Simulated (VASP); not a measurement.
Write the native input for VASP 6.6.1 that does the following.

| Item | Value |
| --- | --- |
| Task | single point |
| Functional | PBE |
| Potentials or basis | VASP PAW PBE potentials, release 64 (Cs_sv, Be, Ag) |
| Cutoff | 520 eV |
| k mesh | 8 × 8 × 6 |
| Occupations | gaussian, width 0.1 eV |
| Spin | no spin polarisation |
| Dipole correction | no |
| Further INCAR settings | ALGO = Fast; EDIFF = 1e-06; NBANDS = 21 |

The structure of CsBe3Ag lies in POSCAR:

```
CsBe3Ag
1.0
    4.4359006706      0.0000000000      0.0000000000
    0.0000000000      4.4359006706      0.0000000000
    0.0000000000      0.0000000000      6.9490275765
Cs Be Ag
1 3 1
Direct
    0.0000000000      0.0000000000      0.0000000000
    0.0000000000      0.5000000000      0.5000000000
    0.5000000000      0.0000000000      0.5000000000
    0.5000000000      0.5000000000      0.5000000000
    0.0000000000      0.0000000000      0.5000000000
```

The cell was built from a structure type or drawn by symmetry, and may not be a known phase.

These files were run (other wordings do the same):

INCAR

```
ALGO = Fast
EDIFF = 1E-6
ENCUT = 520
GGA = PE
ISIF = 2
ISMEAR = 0
LASPH = True
LCHARG = True
LELF = True
LREAL = False
LVHAR = True
LWAVE = False
NBANDS = 21
NELM = 60
PREC = Accurate
SIGMA = 0.1
```

KPOINTS

```
k-points
0
Gamma
  8 8 6
```

Potentials or basis: VASP PAW PBE potentials, release 64 (Cs_sv, Be, Ag).

Run with:

```bash
$ cat potpaw_PBE.64/Cs_sv/POTCAR potpaw_PBE.64/Be/POTCAR potpaw_PBE.64/Ag/POTCAR > POTCAR
$ mpirun -np 1 vasp_std > vasp.out
```

Results of the run:

```
Pressure               : 0.0 GPa
Band gap on the k mesh : zero (bands 13 and 14 overlap by 0.70 eV)
```

Caveat: spin-orbit coupling is left out, which moves the levels of the heavy elements.

Run time: 76 s on 1 thread of Intel(R) Xeon(R) 6975P-C (Granite Rapids), on a shared host, peak memory 0.37 GiB.
